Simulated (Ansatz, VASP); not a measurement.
One calculation of SiNi3, two programs

INCAR

```
SYSTEM = SiNi3
ALGO = Fast
EDIFF = 1E-7
ENCUT = 520
GGA = PE
ISIF = 2
ISMEAR = 0
LASPH = .TRUE.
LCHARG = .FALSE.
LREAL = .FALSE.
LWAVE = .FALSE.
NBANDS = 63
NELM = 100
PREC = Accurate
SIGMA = 0.15
```

KPOINTS

```
k-points
0
G
  13 13 5
  0 0 0
```

The input POSCAR:

```
SiNi3
1.0
    0.0000000000     -3.5062596265      0.0000000000
    0.0000000000      0.0000000000     -3.5062596265
   10.7687788796      0.0000000000      0.0000000000
Si Ni
3 9
Direct
    1.0000000000      1.0000000000      0.2441799053
    1.0000000000      1.0000000000      0.5697748187
    1.0000000000      1.0000000000      0.8953697321
    0.5000000000      0.5000000000      0.8953697321
    0.5000000000      0.5000000000      0.2441799053
    0.5000000000      0.5000000000      0.5697748187
    0.0000000000      0.5000000000      0.0813824486
    0.0000000000      0.5000000000      0.4069773620
    0.0000000000      0.5000000000      0.7325722754
    0.5000000000      1.0000000000      0.0813824486
    0.5000000000      1.0000000000      0.4069773620
    0.5000000000      1.0000000000      0.7325722754
```

Input for Ansatz:

```yaml
crystal:
  lattice:
    - [0.0, -3.5062596265, 0.0]
    - [0.0, 0.0, -3.5062596265]
    - [10.7687788796, 0.0, 0.0]
  atoms:
    - { symbol: Si, position: [1.0, 1.0, 0.2441799053] }
    - { symbol: Si, position: [1.0, 1.0, 0.5697748187] }
    - { symbol: Si, position: [1.0, 1.0, 0.8953697321] }
    - { symbol: Ni, position: [0.5, 0.5, 0.8953697321] }
    - { symbol: Ni, position: [0.5, 0.5, 0.2441799053] }
    - { symbol: Ni, position: [0.5, 0.5, 0.5697748187] }
    - { symbol: Ni, position: [0.0, 0.5, 0.0813824486] }
    - { symbol: Ni, position: [0.0, 0.5, 0.406977362] }
    - { symbol: Ni, position: [0.0, 0.5, 0.7325722754] }
    - { symbol: Ni, position: [0.5, 1.0, 0.0813824486] }
    - { symbol: Ni, position: [0.5, 1.0, 0.406977362] }
    - { symbol: Ni, position: [0.5, 1.0, 0.7325722754] }
basis:
  ecutwfc: 420
kpoints:
  mp_grid: { grid: [13, 13, 5] }
hamiltonian:
  xc: pbe
scf:
  occupations: { method: gaussian, width: 0.15 }
output:
  forces: true
  stress: true
  eigenvalues: true
```

Alike in both runs: task single point; functional PBE; k mesh 13 × 13 × 5; occupations gaussian, width 0.15 eV; no spin polarisation.

```csv
,VASP,Ansatz
version,VASP 6.6.1,Ansatz 0.2.0
potentials or method,"VASP PAW PBE potentials, release 64 (Si, Ni), cutoff 520 eV","scalar-relativistic, plane waves, PAW"
valence electrons in the cell,102,174
```

Ansatz gave:

* gap on the k mesh at the Fermi level (eV): none
* pressure (GPa): -3.6
* traceless stress, the component that is largest in VASP (GPa): -2.28
* rms of the force components (eV/Å): 0.301

Task: Which values does VASP return?

Result: gap on the k mesh at the Fermi level (eV): none; pressure (GPa): -3.6; traceless stress, the component that is largest in VASP (GPa): -2.23; rms of the force components (eV/Å): 0.298.

Atom by atom the forces differ by 0.003 eV/Å (rms over components). A gap of «none» marks a metal or a gap that the smearing closes. The functional is the same, so the differences come from potentials, cutoffs and numerics. VASP's potentials hold 102 valence electrons a cell and Ansatz's 174, so a difference there can come from the potentials and not from the codes.
